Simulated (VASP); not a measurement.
**TiO: relaxation of shape and atoms at fixed volume with PBEsol**

The system is TiO.

```
CELL_PARAMETERS angstrom
2.72990 0.00000 0.00000
-1.36495 2.36416 0.00000
0.00000 0.00000 2.74116
ATOMIC_POSITIONS crystal
Ti 0.66667 0.33333 0.00000
O 0.00000 0.00000 0.50000
```

- Program: VASP 6.6.1
- Task: relaxation of shape and atoms at fixed volume
- Functional: PBEsol
- Potentials or basis: VASP PAW PBE potentials, release 64 (Ti_sv, O)
- Cutoff: 600 eV
- k mesh: 18 × 18 × 16
- Occupations: gaussian, width 0.1 eV
- Spin: no spin polarisation
- Dipole correction: no
- Further INCAR settings: ALGO = Normal; EDIFF = 1e-07; IBRION = 2; EDIFFG = -0.01; NSW = 50; ISIF = 4

| Item | Value |
| --- | --- |
| Energy gained by relaxing | 0.1 meV/atom |
| Ionic steps | 3 |
| Pressure after relaxing | 18.8 GPa |
| Band gap on the k mesh | zero (bands 9 and 10 overlap by 0.08 eV) |

The path:
```csv
step,energy change (eV),largest force (eV/Å),pressure (GPa),volume (Å³)
1,0.0000,0.0000,18.93,17.69
2,-0.0002,0.0000,18.82,17.69
3,-0.0002,0.0000,18.85,17.69
```

Final structure:
```xyz
2
Lattice="2.7267 0.0000 0.0000 -1.3634 2.3614 0.0000 0.0000 0.0000 2.7475" Properties=species:S:1:pos:R:3 pbc="T T T"
Ti    1.3634    0.7871    2.7475
O     0.0000    0.0000    1.3737
```

Levels at points of the mesh, in eV from the Fermi level:
| k point | band 5 | band 6 | band 7 | band 8 | band 9 | band 10 | band 11 | band 12 | band 13 |
| --- | --- | --- | --- | --- | --- | --- | --- | --- | --- |
| (0.00, 0.00, 0.00) | -22.46 | -6.01 | -6.01 | -5.70 | -3.28 | 1.90 | 1.90 | 2.26 | 2.38 |
| (0.50, 0.00, 0.00) | -20.86 | -9.61 | -7.02 | -5.67 | -2.78 | 1.81 | 2.34 | 3.11 | 3.37 |
| (0.00, 0.00, 0.50) | -20.84 | -9.88 | -5.62 | -5.62 | 0.00 | 0.00 | 0.93 | 2.13 | 2.13 |
| (0.50, 0.00, 0.50) | -21.14 | -8.52 | -8.43 | -7.12 | -0.74 | 2.13 | 3.35 | 3.45 | 4.05 |

Wall time 2.8 min on 1 thread of Intel Xeon 8259CL (shared host), peak memory 0.23 GiB.

Caveat: the PAW data sets were made with another functional, which shifts forces and pressure a little; semilocal functionals often make such compounds metallic where correlation or magnetic order opens a gap, which also shifts bond lengths.
